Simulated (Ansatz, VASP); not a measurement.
**One calculation of KZnF3, two programs**

Contents of INCAR:

```
  PREC = Accurate
  ENCUT = 520
  EDIFF = 1E-7
  ISMEAR = 0
  SIGMA = 0.05
  LREAL = False
  LASPH = True
  NELM = 80
  ALGO = Normal
  ISIF = 2
  LWAVE = False
  LCHARG = False
  GGA = CA
  NBANDS = 29
```

KPOINTS

```
Automatic mesh
0
Gamma
  6 6 6
```

Contents of POSCAR:

```
KZnF3
1.0
    4.0500000000      0.0000000000      0.0000000000
    0.0000000000      4.0500000000      0.0000000000
    0.0000000000      0.0000000000      4.0500000000
K Zn F
1 1 3
Direct
    0.0000000000      0.0000000000      0.0000000000
    0.5000000000      0.5000000000      0.5000000000
    0.4476217199      0.4476217199      0.0000000000
    0.0000000000      0.5000000000      0.5000000000
    0.5000000000      0.0000000000      0.5000000000
```

Input for Ansatz:

```yaml
crystal:
  lattice:
    - [4.05, 0.0, 0.0]
    - [0.0, 4.05, 0.0]
    - [0.0, 0.0, 4.05]
  atoms:
    - { symbol: K, position: [0.0, 0.0, 0.0] }
    - { symbol: Zn, position: [0.5, 0.5, 0.5] }
    - { symbol: F, position: [0.4476217199, 0.4476217199, 0.0] }
    - { symbol: F, position: [0.0, 0.5, 0.5] }
    - { symbol: F, position: [0.5, 0.0, 0.5] }
basis:
  ecutwfc: 420
kpoints:
  mp_grid: { grid: [6, 6, 6] }
hamiltonian:
  xc: lda
scf:
  occupations: { method: gaussian, width: 0.05 }
output:
  forces: true
  stress: true
  eigenvalues: true
```

Alike in both runs: task single point; functional LDA; k mesh 6 × 6 × 6; occupations gaussian, width 0.05 eV; no spin polarisation.

|  | VASP | Ansatz |
| --- | --- | --- |
| version | VASP 6.6.1 | Ansatz 0.2.0 |
| potentials or method | VASP PAW LDA potentials, release 64 (K_sv, Zn, F), cutoff 520 eV | scalar-relativistic, plane waves, PAW |
| valence electrons in the cell | 42 | 42 |

```csv
,VASP,Ansatz,Ansatz less VASP
gap on the k mesh at the Fermi level (eV),3.56,3.59,+0.037
least direct gap on the mesh (eV),5.18,5.21,+0.025
pressure (GPa),-4.3,-4.7,-0.40
"traceless stress, the component that is largest in VASP (GPa)",-0.39,-0.34,+0.056
rms of the force components (eV/Å),0.220,0.220,-0.0001
```

LDA's correlation is that of Perdew and Zunger in VASP and of Perdew and Wang (1992) in Ansatz. Atom by atom the forces differ by 0.005 eV/Å (rms over components).
